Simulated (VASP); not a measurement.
## Al: single point with PBEsol+D3(BJ)

The system is Al.

```
Al
1.0
     2.85728    0.00000    0.00000
    -1.42864    2.47448    0.00000
     0.00000    0.00000    9.00900
Al
4
Direct
  0.00000 0.00000 0.00000
  0.33333 0.66667 0.25000
  0.00000 0.00000 0.50000
  0.66667 0.33333 0.75000
```

This cell differs from its parent crystal: volume 15.924 Å^3 an atom, c/a of the conventional cell 3.1530.

- Program: VASP 6.6.1
- Task: single point
- Functional: PBEsol
- Dispersion: D3(BJ)
- Potentials or basis: VASP PAW PBE potentials, release 64 (Al)
- Cutoff: 520 eV
- k mesh: 18 × 18 × 6
- Occupations: gaussian, width 0.15 eV
- Spin: no spin polarisation

```yaml
Pressure: -1.5 GPa
Band_gap_on_the_k_mesh: zero (band 6 reaches 12.76 eV, above the bottom of band 7 at 6.64 eV)
Dispersion_energy_per_atom: -0.329 eV
```

Stress tensor (GPa, compression positive):
```
-2.71  0.00  0.00
 0.00 -2.71  0.00
 0.00  0.00  0.85
```

Levels at points of the mesh, in eV from the Fermi level:
| k point | band 3 | band 4 | band 5 | band 6 | band 7 | band 8 | band 9 | band 10 |
| --- | --- | --- | --- | --- | --- | --- | --- | --- |
| (0.00, 0.00, 0.00) | -9.57 | -4.53 | -3.98 | 4.18 | 4.20 | 10.36 | 10.36 | 10.58 |
| (0.50, 0.00, 0.00) | -4.08 | -3.99 | -3.46 | -3.35 | 0.86 | 1.31 | 1.70 | 1.97 |
| (0.00, 0.00, 0.50) | -7.34 | -7.34 | -0.39 | -0.39 | 9.30 | 9.30 | 10.70 | 10.70 |
| (0.50, 0.00, 0.50) | -4.99 | -4.99 | -1.86 | -1.86 | -1.18 | -1.18 | 4.96 | 4.96 |

It took 61 s on 1 thread of AMD EPYC 9R45 96-Core Processor (Zen 5), with other jobs on the host, peak memory 0.22 GiB.

Caveat: the PAW data sets were made with another functional, which shifts forces and pressure a little; pairwise dispersion overbinds metals, which lowers pressure and volume.
